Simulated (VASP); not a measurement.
# ZrAl3B3N (P6/mmm) in VASP: relaxation of cell and atoms with PBE

Aim: the relaxation of cell and atoms of ZrAl3B3N with PBE.

Everything below comes from runs of VASP 6.6.1. Logs are shortened: lines on timing, memory, paths and dates and some standing lists are left out, and cuts for length are marked.

## (1) The cell of the first run

Symmetry: P6/mmm, No. 191, hexagonal system. Conventional cell: a = 4.271 Å, b = 4.271 Å, c = 6.872 Å, α = 90.00°, β = 90.00°, γ = 120.00°. Zr (site symmetry 6/mmm) has 6 B at 2.14 Å within 2.8 Å. Al (site symmetry mmm) has 4 Al at 2.14 Å and 2 N at 2.14 Å within 2.8 Å. B (site symmetry mmm) has 4 B at 2.14 Å and 2 Zr at 2.14 Å within 2.8 Å. N (site symmetry 6/mmm) has 6 Al at 2.14 Å within 2.8 Å.

The cell was generated, and may not be a known phase.

## (2) Relaxation of cell and atoms, PBE

The input, INCAR:

```
  ALGO = Normal
  EDIFF = 1E-7
  EDIFFG = -0.08
  ENCUT = 600
  GGA = PE
  IBRION = 2
  ISIF = 3
  ISMEAR = 0
  LASPH = T
  LCHARG = F
  LREAL = F
  LWAVE = F
  NELM = 80
  NSW = 36
  PREC = Accurate
  SIGMA = 0.15
```

The input, KPOINTS:

```
k-points
0
Gamma
  3 3 2
```

The input, POSCAR:

```
ZrAl3B3N
1.0
    4.2709178000      0.0000000000      0.0000000000
   -2.1354589000      3.6987233100      0.0000000000
    0.0000000000      0.0000000000      6.8715553500
Zr Al B N
1 3 3 1
Direct
    0.0000000000      0.0000000000      0.0000000000
    0.5000000000      0.0000000000      0.5000000000
    0.0000000000      0.5000000000      0.5000000000
    0.5000000000      0.5000000000      0.5000000000
    0.5000000000      0.0000000000      0.0000000000
    0.0000000000      0.5000000000      0.0000000000
    0.5000000000      0.5000000000      0.0000000000
    0.0000000000      0.0000000000      0.5000000000
```

Potentials or basis: VASP PAW PBE potentials, release 64 (Zr_sv, Al, B, N).

Launch:

```console
cat potpaw_PBE.64/Zr_sv/POTCAR potpaw_PBE.64/Al/POTCAR potpaw_PBE.64/B/POTCAR potpaw_PBE.64/N/POTCAR > POTCAR
mpirun -np 1 vasp_std > vasp.out
```

OUTCAR:

```text
EDIFF = 1E-7
   EDIFFG = -0.08
   ENCUT = 600
   GGA = PE
   IBRION = 2
   ISIF = 3
   ISMEAR = 0
   LASPH = T
   LREAL = F
   NELM = 80
   NSW = 36
   PREC = Accurate

 ion  position               nearest neighbor table
   1  0.000  0.000  0.000-   6 2.14   7 2.14   6 2.14   7 2.14   5 2.14   5 2.14
   2  0.500  0.000  0.500-   3 2.14   4 2.14   4 2.14   3 2.14   8 2.14   8 2.14
   3  0.000  0.500  0.500-   2 2.14   8 2.14   8 2.14   2 2.14   4 2.14   4 2.14
   4  0.500  0.500  0.500-   2 2.14   8 2.14   2 2.14   8 2.14   3 2.14   3 2.14
   5  0.500  0.000  0.000-   6 2.14   7 2.14   7 2.14   6 2.14   1 2.14   1 2.14
   6  0.000  0.500  0.000-   1 2.14   5 2.14   1 2.14   5 2.14   7 2.14   7 2.14
   7  0.500  0.500  0.000-   1 2.14   5 2.14   5 2.14   1 2.14   6 2.14   6 2.14
   8  0.000  0.000  0.500-   3 2.14   4 2.14   3 2.14   4 2.14   2 2.14   2 2.14

  LATTYP: Found a hexagonal cell.
 ALAT       =     4.2709178000
 C/A-ratio  =     1.6089177249

  Lattice vectors:

 A1 = (   4.2709178000,   0.0000000000,   0.0000000000)
 A2 = (  -2.1354589000,   3.6987233100,   0.0000000000)
 A3 = (   0.0000000000,   0.0000000000,   6.8715553500)

Analysis of symmetry for initial positions (statically):
=====================================================================
 Subroutine PRICEL returns:
 Original cell was already a primitive cell.

 Routine SETGRP: Setting up the symmetry group for a
 hexagonal supercell.

 Subroutine GETGRP returns: Found 24 space group operations
 (whereof 24 operations were pure point group operations)
 out of a pool of 24 trial point group operations.

The static configuration has the point symmetry D_6h.

Analysis of symmetry for dynamics (positions and initial velocities):
=====================================================================
 Subroutine PRICEL returns:
 Original cell was already a primitive cell.

 Routine SETGRP: Setting up the symmetry group for a
 hexagonal supercell.

 Subroutine GETGRP returns: Found 24 space group operations
 (whereof 24 operations were pure point group operations)
 out of a pool of 24 trial point group operations.

The dynamic configuration has the point symmetry D_6h.

 Subroutine INISYM returns: Found 24 space group operations
 (whereof 24 operations are pure point group operations),
 and found     1 'primitive' translations

----------------------------------------------------------------------------------------

                                     Primitive cell

  volume of cell :     108.5496

  direct lattice vectors                    reciprocal lattice vectors
     4.270917800  0.000000000  0.000000000     0.234141711  0.135181780  0.000000000
    -2.135458900  3.698723310  0.000000000     0.000000000  0.270363560  0.000000000
     0.000000000  0.000000000  6.871555350     0.000000000  0.000000000  0.145527461

  length of vectors
     4.270917800  4.270917798  6.871555350     0.270363559  0.270363560  0.145527461

  position of ions in fractional coordinates (direct lattice)
     0.000000000  0.000000000  0.000000000
     0.500000000  0.000000000  0.500000000
     0.000000000  0.500000000  0.500000000
     0.500000000  0.500000000  0.500000000
     0.500000000  0.000000000  0.000000000
     0.000000000  0.500000000  0.000000000
     0.500000000  0.500000000  0.000000000
     0.000000000  0.000000000  0.500000000

  ion indices of the primitive-cell ions
   primitive index   ion index
                 1           1
                 2           2
                 3           3
                 4           4
                 5           5
                 6           6
                 7           7
                 8           8

----------------------------------------------------------------------------------------

 KPOINTS: k-points

Automatic generation of k-mesh.
 Grid dimensions read from file:
 generate k-points for:    3    3    2

 Generating k-lattice:

  Cartesian coordinates                     Fractional coordinates (reciprocal lattice)
     0.078047237  0.045060593  0.000000000     0.333333333  0.000000000  0.000000000
     0.000000000  0.090121187  0.000000000     0.000000000  0.333333333  0.000000000
     0.000000000  0.000000000  0.072763730     0.000000000  0.000000000  0.500000000

  Length of vectors
     0.090121186  0.090121187  0.072763730

  Shift w.r.t. Gamma in fractional coordinates (k-lattice)
     0.000000000  0.000000000  0.000000000

 Subroutine IBZKPT returns following result:
 ===========================================

 Found      6 irreducible k-points:

 Following reciprocal coordinates:
            Coordinates               Weight
  0.000000  0.000000  0.000000      1.000000
  0.333333  0.000000  0.000000      6.000000
  0.333333  0.333333  0.000000      2.000000
  0.000000  0.000000  0.500000      1.000000
  0.333333  0.000000  0.500000      6.000000
  0.333333  0.333333  0.500000      2.000000
   k-points           NKPTS =      6   k-points in BZ     NKDIM =      6   number of bands    NBANDS=     22
   number of dos      NEDOS =    301   number of ions     NIONS =      8
   total plane-waves  NPLWV =  72576
   dimension x,y,z NGX =    36 NGY =   36 NGZ =   56
   dimension x,y,z NGXF=    72 NGYF=   72 NGZF=  112
   ions per type =               1   3   3   1
   NGX,Y,Z   is equivalent  to a cutoff of  14.01, 14.01, 13.55 a.u.
   NGXF,Y,Z  is equivalent  to a cutoff of  28.03, 28.03, 27.10 a.u.
 SYSTEM =  unknown system
   PREC   = accura    normal or accurate (medium, high low for compatibility)
   ISTART =      0    job   : 0-new  1-cont  2-samecut
   ICHARG =      2    charge: 1-file 2-atom 10-const
   ISPIN  =      1    spin polarized calculation?
   LNONCOLLINEAR =      F non collinear calculations
   LSORBIT =      F    spin-orbit coupling
   LASPH  =      T    aspherical Exc in radial PAW
   ENCUT  =  600.0 eV  44.10 Ry    6.64 a.u.   8.53  8.53 13.72*2*pi/ulx,y,z
   NELM   =     80;   NELMIN=  2; NELMDL= -5     # of ELM steps
   EDIFF  = 0.1E-06   stopping-criterion for ELM
   LREAL  =      F    real-space projection
   EDIFFG = -.8E-01   stopping-criterion for IOM
   NSW    =     36    number of steps for IOM
   IBRION =      2    ionic relax: 0-MD 1-quasi-New 2-CG
   NFREE  =      1    steps in history (QN), initial steepest desc. (CG)
   ISIF   =      3    stress and relaxation
   ISYM   =      2    0-nonsym 1-usesym 2-fastsym
   POTIM  = 0.5000    time-step for ionic-motion
   TEBEG  =    0.0;   TEEND  =   0.0 temperature during run
   PSTRESS=    0.0 pullay stress
   NELECT =      35.0000    total number of electrons
   NUPDOWN=      -1.0000    fix difference up-down
   EMIN   =  10.00;   EMAX   =-10.00  energy-range for DOS
   EFERMI =   0.00;   METHOD = LEGACY
   ISMEAR =     0;   SIGMA  =   0.15  broadening in eV -4-tet -1-fermi 0-gaus
   EFERMI_NEDOS =   21; number of points for ismear=-14 and -15
   IALGO  =     38    algorithm
   IMIX   =      4    mixing-type and parameters
     AMIX     =   0.40;   BMIX     =  1.00
     AMIX_MAG =   1.60;   BMIX_MAG =  1.00
  volume/ion in A,a.u.               =      13.57        91.57
  Fermi-wavevector in a.u.,A,eV,Ry     =   1.122591  2.121389 17.146199  1.260210
  Thomas-Fermi vector in A             =   2.259252
   LORBIT       =      0    0 simple, 1 ext, 2 COOP (PROOUT), +10 PAW based schemes
   GGA     = PE    functional components
   LHFCALC =     F    Hartree Fock is set to
   AEXX    =    0.0000 exact exchange contribution
   IVDW    =     0    specifies the selected vdW correction
   LEPSILON=     F    determine dielectric tensor
   LRPA    =     F    only Hartree local field effects (RPA)
 conjugate gradient relaxation of ions
 non-spin polarized calculation
 Gauss-broadening in eV      SIGMA  =   0.15
  energy-cutoff  :      600.00
  volume of cell :      108.55
 maximum number of plane-waves:      3652
 NGX is ok and might be reduce to    36
   NGX = 17   NGY = 17   NGZ = 27

--------------------------------------- Ionic step        1  -------------------------------------------

 number of electron      34.9999998 magnetization

 Free energy of the ion-electron system (eV)
  ---------------------------------------------------
  ext. energy  EPLUGINS =         0.00000000
  ---------------------------------------------------
  free energy    TOTEN  =       -34.59639236 eV

  energy without entropy =      -34.50421888  energy(sigma->0) =      -34.55030562

------------------------ aborting loop because EDIFF is reached ----------------------------------------

  FORCE on cell =-STRESS in cart. coord.  units (eV):
  Direction    XX          YY          ZZ          XY          YZ          ZX
  --------------------------------------------------------------------------------------
  -------------------------------------------------------------------------------------
  Total       39.0575556     39.0575556     -8.8966546      0.0000000     -0.0000000     -0.0000000
  in kB      576.4843689    576.4843682   -131.3134490      0.0000000     -0.0000000     -0.0000000
  external PRESSURE =     340.5517627 kB  Pullay stress =       0.0000000 kB
[... 27 lines left out ...]
  energy  without entropy=      -34.5042188762  energy(sigma->0) =      -34.55030562

--------------------------------------- Ionic step        2  -------------------------------------------

 number of electron      34.9999999 magnetization

 E-fermi :   3.7351     XC(G=0):  -9.1724

 val. band max:        3.7241195555   @ k =   0.3333   0.0000   0.0000
 cond. band min:       3.9850874286   @ k =   0.3333   0.0000   0.0000
 fundamental gap:      0.2609678731
 Fermi energy:         3.7351165219

 k-point     1 :       0.0000    0.0000    0.0000
  band No.  band energies     occupation
      1     -45.6270      2.00000
      2     -23.8695      2.00000
      3     -23.4442      2.00000
      4     -23.4442      2.00000
      5      -9.2987      2.00000
      6      -4.6279      2.00000
[... 216 lines left out ...]
  FREE ENERGIE OF THE ION-ELECTRON SYSTEM (eV)
  ---------------------------------------------------
  free  energy   TOTEN  =       -38.9913961602 eV

  energy  without entropy=      -38.9205600306  energy(sigma->0) =      -38.95597810

 E-fermi :   5.5752     XC(G=0):  -9.9859

 val. band max:        5.4588990165   @ k =   0.0000   0.0000   0.0000
 cond. band min:       5.6393363856   @ k =   0.3333   0.0000   0.5000
 fundamental gap:      0.1804373690
 Fermi energy:         5.5752190142

 k-point     1 :       0.0000    0.0000    0.0000
  band No.  band energies     occupation
      1     -42.8059      2.00000
      2     -21.1366      2.00000
      3     -20.7927      2.00000
      4     -20.7927      2.00000
      5      -8.7981      2.00000
      6      -3.7225      2.00000
[... 124 lines left out ...]
      6      -2.3248      2.00000
[... 14 lines left out ...]
     21       6.9092      0.00000
     22       8.4564      0.00000

 E-fermi :  11.9896     XC(G=0): -12.3760

 val. band max:       11.9834590907   @ k =   0.3333   0.0000   0.0000
 cond. band min:      12.1126098072   @ k =   0.3333   0.0000   0.0000
 fundamental gap:      0.1291507165
 Fermi energy:        11.9896202820

 k-point     1 :       0.0000    0.0000    0.0000
  band No.  band energies     occupation
      1     -36.9414      2.00000
      2     -16.9574      2.00000
      3     -14.9459      2.00000
      4     -14.9459      2.00000
      5      -6.1940      2.00000
      6      -1.3517      2.00000
[... 124 lines left out ...]
      6       1.4162      2.00000
[... 14 lines left out ...]
     21      13.2319      0.00000
     22      14.0274      0.00000

[... ionic steps 4 to 12 ...]

--------------------------------------- Ionic step       13  -------------------------------------------

 number of electron      34.9999999 magnetization

------------------------ aborting loop because EDIFF is reached ----------------------------------------

  FORCE on cell =-STRESS in cart. coord.  units (eV):
  Direction    XX          YY          ZZ          XY          YZ          ZX
  --------------------------------------------------------------------------------------
  -------------------------------------------------------------------------------------
  Total        4.1452482      4.1452482      5.5037134      0.0000000      0.0000000     -0.0000000
  in kB       71.2865098     71.2865097     94.6482569      0.0000000      0.0000000     -0.0000000
  external PRESSURE =      79.0737588 kB  Pullay stress =       0.0000000 kB
[... 69 lines left out ...]
  energy  without entropy=      -44.7086933537  energy(sigma->0) =      -44.74204888

--------------------------------------- Ionic step       15  -------------------------------------------

 number of electron      35.0000000 magnetization

 Free energy of the ion-electron system (eV)
  ---------------------------------------------------
  ext. energy  EPLUGINS =         0.00000000
  ---------------------------------------------------
  free energy    TOTEN  =       -44.83320819 eV

  energy without entropy =      -44.77473364  energy(sigma->0) =      -44.80397091

 E-fermi :   7.5893     XC(G=0): -11.1175

 val. band max:        7.5090667674   @ k =   0.3333   0.0000   0.5000
 cond. band min:       7.6464636314   @ k =   0.3333   0.0000   0.0000
 fundamental gap:      0.1373968641
 Fermi energy:         7.5893409755

 k-point     1 :       0.0000    0.0000    0.0000
  band No.  band energies     occupation
      1     -40.6762      2.00000
      2     -18.9001      2.00000
      3     -18.7303      2.00000
      4     -18.7303      2.00000
      5      -6.7365      2.00000
      6      -2.6289      2.00000
[... 174 lines left out ...]
  FREE ENERGIE OF THE ION-ELECTRON SYSTEM (eV)
  ---------------------------------------------------
  free  energy   TOTEN  =       -44.8332081943 eV

  energy  without entropy=      -44.7747336355  energy(sigma->0) =      -44.80397091

 reached required accuracy - stopping structural energy minimisation
```

It took 4.4 min on 1 thread of Intel Xeon 6975P-C (Granite Rapids), shared host; peak memory 0.27 GiB.

What came out:

| Item | Value |
| --- | --- |
| Free energy | -44.8332 eV |
| Relaxed volume | 12.25 Å³/atom |
| Relaxed cell | a = 5.062 Å, b = 5.062 Å, c = 4.415 Å, α = 90.00°, β = 90.00°, γ = 120.00° |
| Space group after relaxing (to 0.1 Å) | P6/mmm (No. 191) |
| Pressure after relaxing | 0.0 GPa |
| Band gap on the k mesh | zero (an odd number of electrons rules out a gap without spin polarisation) |

Stress tensor (GPa, compression positive):
```
 0.45  0.00  0.00
 0.00  0.45  0.00
 0.00  0.00 -0.90
```

Final structure:
```yaml
crystal:
  lattice:
    - [5.06240, 0.00000, 0.00000]
    - [-2.53120, 4.38417, 0.00000]
    - [0.00000, 0.00000, 4.41514]
  atoms:
    - { symbol: Zr, position: [0.00000, 0.00000, 0.00000] }
    - { symbol: Al, position: [0.50000, 0.00000, 0.50000] }
    - { symbol: Al, position: [0.00000, 0.50000, 0.50000] }
    - { symbol: Al, position: [0.50000, 0.50000, 0.50000] }
    - { symbol: B, position: [0.50000, 0.00000, 0.00000] }
    - { symbol: B, position: [0.00000, 0.50000, 0.00000] }
    - { symbol: B, position: [0.50000, 0.50000, 0.00000] }
    - { symbol: N, position: [0.00000, 0.00000, 0.50000] }
```

Caveat: the k points lie up to 0.71 Å⁻¹ apart in the final cell, too coarse for converged energies and pressures of a metal; a cell axis changed by over 15 % at a fixed basis, so the end point is rough; an odd number of electrons without spin polarisation forces a metal; a magnetic or distorted state may lie lower.

The gap in the log of VASP goes by the Fermi energy; the results here count the filled bands.